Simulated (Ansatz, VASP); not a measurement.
Pt: VASP beside Ansatz

```
CELL_PARAMETERS angstrom
2.65024 0.00000 0.00000
-1.32512 2.48644 0.00000
0.00000 0.00000 4.79213
ATOMIC_POSITIONS crystal
Pt 0.66667 0.33333 0.75000
Pt 0.33333 0.66667 0.25000
```

Change from the starting cell: strain -0.0400 x Voigt [1, -1, 0, 0, 0, 0], atoms carried along.

Alike in both runs: task single point; functional PBEsol; k mesh 18 × 18 × 10; occupations gaussian, width 0.15 eV; no spin polarisation.

```csv
,VASP,Ansatz
version,VASP 6.6.1,Ansatz 0.2.0
potentials or method,"VASP PAW PBE potentials, release 64 (Pt), cutoff 520 eV","scalar-relativistic, plane waves, PAW"
valence electrons in the cell,20,36
```

```csv
,VASP,Ansatz,Ansatz less VASP
gap on the k mesh at the Fermi level (eV),none,none,-
pressure (GPa),-9.3,-8.9,+0.38
"traceless stress, the component that is largest in VASP (GPa)",10.93,10.96,+0.028
rms of the force components (eV/Å),0.004,0.003,-0.0006
```

VASP's potentials were made for PBE, not for PBEsol. Atom by atom the forces differ by 0.001 eV/Å (rms over components). A gap of «none» marks a metal or a gap that the smearing closes. The functional is the same, so the differences come from potentials, cutoffs and numerics. VASP's potentials hold 20 valence electrons a cell and Ansatz's 36, so a difference there can come from the potentials and not from the codes.

Spin-orbit coupling is off throughout.
